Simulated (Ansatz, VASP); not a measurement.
Two plane-wave programs on SnO2

INCAR

```
ALGO = Normal
EDIFF = 1E-6
ENCUT = 520
GGA = PE
ISIF = 2
ISMEAR = 0
IVDW = 12
LASPH = T
LCHARG = F
LREAL = F
LWAVE = F
NBANDS = 49
NELM = 80
PREC = Accurate
SIGMA = 0.05
```

The input KPOINTS:

```
k-points
0
Gamma
  9 9 2
```

File POSCAR:

```
SnO2
1.0
   -3.2372529198      0.0000000000      0.0000000000
   -1.6186264599     -2.8035432670      0.0000000000
   -3.3991155658     -1.9624802870     15.6754773976
Sn O
3 6
Direct
    0.3791942816      0.3791942816      0.4106748359
    0.9041822601     -0.0958177399      0.1368824855
   -0.1457936970     -0.1457936970      0.6844671862
    0.5266150240      0.5266150240      0.2000737752
    0.4766390669     -0.5233609331      0.7476584759
    0.0016270455      0.0016270455      0.4738661255
    0.2317735391      0.2317735391      0.6212758966
    0.7567615176     -0.2432384824      0.3474835462
    0.2817494962      0.2817494962      0.0736911959
```

Input for Ansatz:

```yaml
crystal:
  lattice:
    - [-3.2372529198, 0.0, 0.0]
    - [-1.6186264599, -2.803543267, 0.0]
    - [-3.3991155658, -1.962480287, 15.6754773976]
  atoms:
    - { symbol: Sn, position: [0.3791942816, 0.3791942816, 0.4106748359] }
    - { symbol: Sn, position: [0.9041822601, -0.0958177399, 0.1368824855] }
    - { symbol: Sn, position: [-0.145793697, -0.145793697, 0.6844671862] }
    - { symbol: O, position: [0.526615024, 0.526615024, 0.2000737752] }
    - { symbol: O, position: [0.4766390669, -0.5233609331, 0.7476584759] }
    - { symbol: O, position: [0.0016270455, 0.0016270455, 0.4738661255] }
    - { symbol: O, position: [0.2317735391, 0.2317735391, 0.6212758966] }
    - { symbol: O, position: [0.7567615176, -0.2432384824, 0.3474835462] }
    - { symbol: O, position: [0.2817494962, 0.2817494962, 0.0736911959] }
basis:
  ecutwfc: 520.0
kpoints:
  mp_grid: { grid: [9, 9, 2] }
hamiltonian:
  xc: pbe
  pseudopotentials: { kind: paw, azcp: { folder: soft_1 } }
  dispersion: d3bj
scf:
  occupations: { method: gaussian, width: 0.05 }
output:
  forces: true
  stress: true
  eigenvalues: true
```

Alike in both runs: task single point; functional PBE; dispersion D3(BJ); k mesh 9 × 9 × 2; occupations gaussian, width 0.05 eV; no spin polarisation.

```csv
,VASP,Ansatz
version,VASP 6.6.1,Ansatz 0.2.0
potentials or method,"VASP PAW PBE potentials, release 64 (Sn_d, O), cutoff 520 eV","scalar-relativistic, plane waves, PAW"
valence electrons in the cell,78,78
```

|  | VASP | Ansatz | Ansatz less VASP |
| --- | --- | --- | --- |
| gap on the k mesh at the Fermi level (eV) | 1.93 | 1.95 | +0.021 |
| least direct gap on the mesh (eV) | 2.10 | 2.12 | +0.016 |
| pressure (GPa) | 0.4 | -0.2 | -0.56 |
| traceless stress, the component that is largest in VASP (GPa) | 0.11 | 0.47 | +0.367 |
| rms of the force components (eV/Å) | 0.081 | 0.066 | -0.0155 |

Atom by atom the forces differ by 0.026 eV/Å (rms over components).
